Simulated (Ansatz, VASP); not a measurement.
## One calculation of KI, two programs

Contents of INCAR:

```
SYSTEM = KI
PREC     = Accurate       ! precision mode
ENCUT    = 520            ! plane-wave cutoff, eV
EDIFF    = 1E-7           ! SCF threshold, eV
ISMEAR   = 0              ! smearing method
SIGMA    = 0.05           ! smearing width, eV
LREAL    = .FALSE.        ! projectors in reciprocal space
LASPH    = .TRUE.         ! aspherical terms in the spheres
NELM     = 60             ! most SCF steps
ALGO     = Normal         ! electronic algorithm
ISIF     = 2              ! what is computed and relaxed
LWAVE    = .FALSE.        ! write WAVECAR
LCHARG   = .FALSE.        ! write CHGCAR
NBANDS   = 15             ! bands
```

File KPOINTS:

```
regular mesh
0
G
  6 6 6
  0 0 0
```

File POSCAR:

```
KI
1.0
    0.0000000000      3.3198591262      3.4109309835
    3.3198591262      0.0000000000      3.4109309835
    3.3198591262      3.3198591262      0.0000000000
K I
1 1
Direct
   -0.0144828495     -0.0144828495      0.0144828495
    0.5044620555      0.5044620555      0.4955379445
```

Input for Ansatz:

```yaml
crystal:
  lattice:
    - [0.0, 3.3198591262, 3.4109309835]
    - [3.3198591262, 0.0, 3.4109309835]
    - [3.3198591262, 3.3198591262, 0.0]
  atoms:
    - { symbol: K, position: [-0.0144828495, -0.0144828495, 0.0144828495] }
    - { symbol: I, position: [0.5044620555, 0.5044620555, 0.4955379445] }
basis:
  ecutwfc: 420
kpoints:
  mp_grid: { grid: [6, 6, 6] }
hamiltonian:
  xc: lda
  pseudopotentials: { kind: paw }
scf:
  occupations: { method: gaussian, width: 0.05 }
output:
  forces: true
  stress: true
  eigenvalues: true
```

Change from the starting cell: mode 6 frozen in at -0.099 Å, equal normal strain along x and y -0.0267.

Alike in both runs: task single point; functional LDA; k mesh 6 × 6 × 6; occupations gaussian, width 0.05 eV; no spin polarisation.

|  | VASP | Ansatz |
| --- | --- | --- |
| version | VASP 6.6.1 | Ansatz 0.2.0 |
| potentials or method | VASP PAW LDA potentials, release 64 (K_sv, I), cutoff 520 eV | scalar-relativistic, plane waves, PAW |
| valence electrons in the cell | 16 | 26 |

```csv
,VASP,Ansatz,Ansatz less VASP
gap on the k mesh at the Fermi level (eV),4.02,4.01,-0.010
least direct gap on the mesh (eV),4.02,4.01,-0.010
pressure (GPa),1.2,1.1,-0.08
"traceless stress, the component that is largest in VASP (GPa)",-0.56,-0.55,+0.011
rms of the force components (eV/Å),0.106,0.104,-0.0020
```

LDA's correlation is that of Perdew and Zunger in VASP and of Perdew and Wang (1992) in Ansatz. Atom by atom the forces differ by 0.002 eV/Å (rms over components). VASP's potentials hold 16 valence electrons a cell and Ansatz's 26, so a difference there can come from the potentials and not from the codes.

Spin-orbit coupling is off throughout.
